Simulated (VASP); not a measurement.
# TiO2 (P4_2/mnm) in VASP: a series of runs, part 2 of 2

VASP 6.6.1. The steps go on from the part before.

**4. Single point, PBEsol+U**

This run uses another cell than the first one, of 10.65 Å³/atom.

INCAR

```
  PREC = Accurate
  ENCUT = 520
  EDIFF = 1E-6
  ISMEAR = -1
  SIGMA = 0.05
  LREAL = F
  LASPH = T
  NELM = 150
  ALGO = Normal
  ISIF = 2
  LWAVE = F
  LCHARG = F
  LMAXMIX = 4
  LDAU = T
  LDAUTYPE = 2
  LDAUL = 2 -1
  LDAUU = 8 0
  LDAUJ = 0 0
  LDAUPRINT = 1
  GGA = PS
  NBANDS = 33
```

KPOINTS

```
regular mesh
0
Gamma
  6 6 9
```

POSCAR

```
TiO2
1.0
    4.5939368514      0.0000000000      0.0000000000
    0.0000000000      4.5939368514      0.0000000000
    0.0000000000      0.0000000000      3.0283293778
Ti O
2 4
Direct
    0.0000000000      0.0000000000      0.5000000000
    0.5000000000      0.5000000000      0.0000000000
    0.3058958554      0.3058958554      0.5000000000
    0.1941041446      0.8058958554      0.0000000000
    0.8058958554      0.1941041446      0.0000000000
    0.6941041446      0.6941041446      0.5000000000
```

Potentials or basis: VASP PAW PBE potentials, release 64 (Ti_sv, O).

Command:

```sh
cat potpaw_PBE.64/Ti_sv/POTCAR potpaw_PBE.64/O/POTCAR > POTCAR
mpirun -np 1 vasp_std > vasp.out
```

OUTCAR:

```text
PREC = Accurate
   ENCUT = 520
   EDIFF = 1E-6
   ISMEAR = -1
   LREAL = F
   LASPH = T
   NELM = 150
   ISIF = 2
   GGA = PS

 ion  position               nearest neighbor table
   1  0.000  0.000  0.500-   4 1.97   5 1.97   4 1.97   5 1.97   3 1.99   6 1.99
   2  0.500  0.500  0.000-   3 1.97   6 1.97   3 1.97   6 1.97   5 1.99   4 1.99
   3  0.306  0.306  0.500-   2 1.97   2 1.97   1 1.99
   4  0.194  0.806  0.000-   1 1.97   1 1.97   2 1.99
   5  0.806  0.194  0.000-   1 1.97   1 1.97   2 1.99
   6  0.694  0.694  0.500-   2 1.97   2 1.97   1 1.99

  LATTYP: Found a simple tetragonal cell.
 ALAT       =     4.5939368514
 C/A-ratio  =     0.6592013508

  Lattice vectors:

 A1 = (   4.5939368514,   0.0000000000,   0.0000000000)
 A2 = (   0.0000000000,   4.5939368514,   0.0000000000)
 A3 = (   0.0000000000,   0.0000000000,   3.0283293778)

Analysis of symmetry for initial positions (statically):
=====================================================================
 Subroutine PRICEL returns:
 Original cell was already a primitive cell.

[... 252 lines left out ...]
 cond. band min:       8.0172455182   @ k =   0.5000   0.5000   0.0000
 fundamental gap:      2.8810348678
 Fermi energy:         6.0832247910

 k-point     1 :       0.0000    0.0000    0.0000
  band No.  band energies     occupation
      1     -53.7311      2.00000
      2     -53.7169      2.00000
      3     -30.0271      2.00000
      4     -30.0271      2.00000
      5     -29.8984      2.00000
      6     -29.8984      2.00000
[... 853 lines left out ...]
     32      10.1562      0.00000
     33      11.4629      0.00000

 [... further k-points ...]

------------------------ aborting loop because EDIFF is reached ----------------------------------------

  FORCE on cell =-STRESS in cart. coord.  units (eV):
  Direction    XX          YY          ZZ          XY          YZ          ZX
  --------------------------------------------------------------------------------------
  -------------------------------------------------------------------------------------
  Total        2.8036422      2.8036422      2.9882750      0.0000000      0.0000000      0.0000000
  in kB       70.2845746     70.2845746     74.9131381      0.0000000      0.0000000      0.0000000
  external PRESSURE =      71.8274291 kB  Pullay stress =       0.0000000 kB

 VOLUME and BASIS-vectors are now :
 -----------------------------------------------------------------------------
  energy-cutoff  :      520.00
  volume of cell :       63.91
      direct lattice vectors                 reciprocal lattice vectors
     4.593936851  0.000000000  0.000000000     0.217678221  0.000000000  0.000000000
     0.000000000  4.593936851  0.000000000     0.000000000  0.217678221  0.000000000
     0.000000000  0.000000000  3.028329378     0.000000000  0.000000000  0.330215071

 POSITION                                       TOTAL-FORCE (eV/Angst)
 -----------------------------------------------------------------------------------
      0.00000      0.00000      1.51416        -0.000000      0.000000      0.000000
      2.29697      2.29697      0.00000        -0.000000      0.000000      0.000000
      1.40527      1.40527      1.51416        -0.164482     -0.164482      0.000000
      0.89170      3.70223      0.00000         0.164482     -0.164482      0.000000
      3.70223      0.89170      0.00000        -0.164482      0.164482      0.000000
      3.18867      3.18867      1.51416         0.164482      0.164482     -0.000000
 -----------------------------------------------------------------------------------
    total drift:                               -0.000000      0.000000      0.000000

  FREE ENERGIE OF THE ION-ELECTRON SYSTEM (eV)
  ---------------------------------------------------
  free  energy   TOTEN  =       -45.9288014270 eV

  energy  without entropy=      -45.9288014269  energy(sigma->0) =      -45.92880143
```

Wall time 39 s (1 thread of Intel Xeon 6975P-C (Granite Rapids), shared host); peak memory 0.22 GiB.

Results:

- Free energy: -45.9288 eV
- Pressure: 7.2 GPa
- Largest force: 0.233 eV/Å
- Band gap on the k mesh: 2.88 eV (least direct gap 2.91 eV)

Forces in eV/Å, atoms in the order of the input:
```
Ti   0.000  0.000  0.000
Ti   0.000  0.000  0.000
O   -0.164 -0.164  0.000
O    0.164 -0.164  0.000
O   -0.164  0.164  0.000
O    0.164  0.164  0.000
```

Levels at points of the mesh, in eV from the valence-band top:
| k point | band 20 | band 21 | band 22 | band 23 | band 24 | band 25 | band 26 | band 27 | band 28 | band 29 |
| --- | --- | --- | --- | --- | --- | --- | --- | --- | --- | --- |
| (0.00, 0.00, 0.00) | -2.41 | -0.98 | -0.56 | -0.56 | 0.00 | 2.91 | 3.06 | 3.47 | 3.47 | 3.49 |
| (0.50, 0.00, 0.00) | -3.10 | -1.87 | -1.87 | -0.81 | -0.81 | 3.48 | 3.48 | 4.04 | 4.04 | 4.45 |
| (0.50, 0.50, 0.00) | -1.90 | -1.66 | -1.66 | -1.23 | -1.23 | 2.88 | 2.88 | 3.49 | 3.49 | 4.66 |

Eigenvalues of the final occupation matrices:
```csv
site,spin,trace,eigenvalues
site 1 d,1,0.72,0.06 0.08 0.08 0.24 0.26
site 1 d,2,0.72,0.06 0.08 0.08 0.24 0.26
site 2 d,1,0.72,0.06 0.08 0.08 0.24 0.26
site 2 d,2,0.72,0.06 0.08 0.08 0.24 0.26
```

Caveat: the cell stands under pressure; the PAW data sets were made with another functional, which shifts forces and pressure a little.

**5. Relaxation of cell and atoms, PBEsol**

This run uses another cell than the first one, of 10.44 Å³/atom.

INCAR

```
PREC = Accurate ; ENCUT = 600
EDIFF = 1E-6 ; ISMEAR = -1
SIGMA = 0.05 ; LREAL = F
LASPH = T ; NELM = 100
ALGO = Normal ; ISIF = 3
LWAVE = F ; LCHARG = F
GGA = PS ; IBRION = 2
NSW = 60 ; EDIFFG = -0.01
```

KPOINTS

```
Automatic mesh
0
Gamma
  6 6 9
```

POSCAR

```
TiO2
1.0
    4.5998373239      0.0000000000      0.0000000000
    0.0000000000      4.5998373239      0.0000000000
    0.0000000000      0.0000000000      2.9592135600
Ti O
2 4
Direct
    0.0000000000      0.0000000000      0.5000000000
    0.5000000000      0.5000000000      0.0000000000
    0.3043213200      0.3043213200      0.5000000000
    0.1956786800      0.8043213200      0.0000000000
    0.8043213200      0.1956786800      0.0000000000
    0.6956786800      0.6956786800      0.5000000000
```

Command:

```sh
cat potpaw_PBE.64/Ti_sv/POTCAR potpaw_PBE.64/O/POTCAR > POTCAR
mpirun -np 1 vasp_std > vasp.out
```

It took 2 min on 1 thread of Intel Xeon 6975P-C (Granite Rapids), shared host; peak memory 0.25 GiB.

It converged, with:

| Quantity | Value |
| --- | --- |
| Free energy | -56.1084 eV |
| Relaxed volume | 10.34 Å³/atom |
| Relaxed cell | a = 4.592 Å, b = 4.592 Å, c = 2.943 Å, α = 90.00°, β = 90.00°, γ = 90.00° |
| Space group after relaxing (to 0.1 Å) | P4_2/mnm (No. 136) |
| Energy gained by relaxing | 0.9 meV/atom |
| Ionic steps | 4 |
| Pressure after relaxing | 0.0 GPa |
| Band gap on the k mesh | 1.83 eV |

Forces in eV/Å, atoms in the order of the input:
```
Ti   0.000  0.000  0.000
Ti   0.000  0.000  0.000
O   -0.002 -0.002  0.000
O    0.002 -0.002  0.000
O   -0.002  0.002  0.000
O    0.002  0.002  0.000
```

Stress tensor (GPa, compression positive):
```
 0.09  0.00  0.00
 0.00  0.09  0.00
 0.00  0.00 -0.07
```

The path:
```csv
step,energy change (eV),largest force (eV/Å),pressure (GPa),volume (Å³)
1,0.0000,0.0479,-2.36,62.61
2,0.0043,0.1180,3.50,61.23
3,-0.0050,0.0192,0.06,62.02
4,-0.0052,0.0027,0.03,62.04
```

Final structure:
```yaml
crystal:
  lattice:
    - [4.59160, 0.00000, 0.00000]
    - [0.00000, 4.59160, 0.00000]
    - [0.00000, 0.00000, 2.94261]
  atoms:
    - { symbol: Ti, position: [0.00000, 0.00000, 0.50000] }
    - { symbol: Ti, position: [0.50000, 0.50000, 0.00000] }
    - { symbol: O, position: [0.30435, 0.30435, 0.50000] }
    - { symbol: O, position: [0.19565, 0.80435, 0.00000] }
    - { symbol: O, position: [0.80435, 0.19565, 0.00000] }
    - { symbol: O, position: [0.69565, 0.69565, 0.50000] }
```

Levels at points of the mesh, in eV from the valence-band top:
```csv
k point,band 21,band 22,band 23,band 24,band 25,band 26,band 27,band 28
"(0.00, 0.00, 0.00)",-0.69,-0.46,-0.46,0.00,1.83,2.11,2.40,2.50
"(0.50, 0.00, 0.00)",-1.64,-1.64,-0.76,-0.76,2.51,2.51,3.04,3.04
"(0.50, 0.50, 0.00)",-1.30,-1.30,-1.09,-1.09,1.87,1.87,2.52,2.52
```

Caveat: the PAW data sets were made with another functional, which shifts forces and pressure a little.

**6. Single point, PBE+U**

This run uses another cell than the first one, of 10.44 Å³/atom.

INCAR

```
ALGO     = Normal         # electronic algorithm
EDIFF    = 1E-6           # SCF threshold, eV
ENCUT    = 520            # plane-wave cutoff, eV
GGA      = PE             # functional
ISIF     = 2              # what is computed and relaxed
ISMEAR   = -1             # smearing method
LASPH    = True           # aspherical terms in the spheres
LCHARG   = False          # write CHGCAR
LDAU     = True           # DFT+U
LDAUJ    = 0 0          
LDAUL    = 2 -1           # shell
LDAUPRINT= 1            
LDAUTYPE = 2            
LDAUU    = 6 0            # U, eV
LMAXMIX  = 4              # l up to which the mixer works
LREAL    = False          # projectors in reciprocal space
LWAVE    = False          # write WAVECAR
NBANDS   = 33             # bands
NELM     = 150            # most SCF steps
PREC     = Accurate       # precision mode
SIGMA    = 0.05           # smearing width, eV
```

KPOINTS

```
k-points
0
Gamma
  6 6 9
```

POSCAR is that of step 5.

Potentials or basis: VASP PAW PBE potentials, release 64 (Ti_sv, O).

Command:

```sh
cat potpaw_PBE.64/Ti_sv/POTCAR potpaw_PBE.64/O/POTCAR > POTCAR
mpirun -np 1 vasp_std > vasp.out
```

Run time: 73 s. Hardware: 1 thread of AMD EPYC 9R45 (Zen 5), shared host; peak memory 0.19 GiB.

Results (log left out):

```
Free energy            : -45.8413 eV
Pressure               : 16.2 GPa
Largest force          : 0.195 eV/Å
Band gap on the k mesh : 2.63 eV (least direct gap 2.66 eV)
```

Forces on the atoms (eV/Å):
```
Ti   0.000  0.000  0.000
Ti   0.000  0.000  0.000
O   -0.138 -0.138  0.000
O    0.138 -0.138  0.000
O   -0.138  0.138  0.000
O    0.138  0.138  0.000
```

Stress tensor (GPa, compression positive):
```
13.82  0.00  0.00
 0.00 13.82  0.00
 0.00  0.00 20.91
```

Levels at points of the mesh, in eV from the valence-band top:
```
           k point  band 22  band 23  band 24  band 25  band 26  band 27
(0.00, 0.00, 0.00)    -0.56    -0.56     0.00     2.66     2.81     3.27
(0.50, 0.00, 0.00)    -1.73    -0.79    -0.79     3.26     3.26     3.86
(0.50, 0.50, 0.00)    -1.49    -1.24    -1.24     2.63     2.63     3.33
```

Eigenvalues of the final occupation matrices:
| site | spin | trace | eigenvalues |
| --- | --- | --- | --- |
| site 1 d | 1 | 0.76 | 0.07 0.09 0.09 0.24 0.27 |
| site 1 d | 2 | 0.76 | 0.07 0.09 0.09 0.24 0.27 |
| site 2 d | 1 | 0.76 | 0.07 0.09 0.09 0.24 0.27 |
| site 2 d | 2 | 0.76 | 0.07 0.09 0.09 0.24 0.27 |

Caveat: the stress differs along the axes, from 14 to 21 GPa. A k mesh can miss the band edges.

**7. Overview**

```csv
task,level,U,cell,cutoff (eV),gap on the mesh (eV),pressure (GPa),largest force (eV/Å)
single point,PBEsol+U,Ti d U = 5.0 eV,"a = 4.591, b = 4.591, c = 2.992 Å, 6 atoms, atomic positions A",520,2.46,5.2,0.17
single point,PBEsol+U,Ti d U = 6.0 eV,"a = 4.591, b = 4.591, c = 3.004 Å, 6 atoms, atomic positions B",520,2.60,6.0,0.19
single point,PBEsol+U,Ti d U = 8.0 eV,"a = 4.594, b = 4.594, c = 3.028 Å, 6 atoms, atomic positions C",520,2.88,7.2,0.23
relaxation of cell and atoms,PBEsol,-,"relaxed from a = 4.600, b = 4.600, c = 2.959 Å, 6 atoms, atomic positions D",600,1.83,0.0,-
single point,PBE+U,Ti d U = 6.0 eV,"a = 4.600, b = 4.600, c = 2.959 Å, 6 atoms, atomic positions D",520,2.63,16.2,0.20
```

Alike in all rows: potentials or basis VASP PAW PBE potentials, release 64 (Ti_sv, O); no spin polarisation; k mesh 6 × 6 × 9; smearing fermi-dirac 0.05 eV.

Caveats: the PAW data sets were made with another functional, which shifts forces and pressure a little (at least some runs); the cell stands under pressure (at least some runs); the stress differs along the axes, from 14 to 21 GPa (at least some runs).

Total energies depend on the potentials used, so only differences within one code and one set of settings carry meaning.
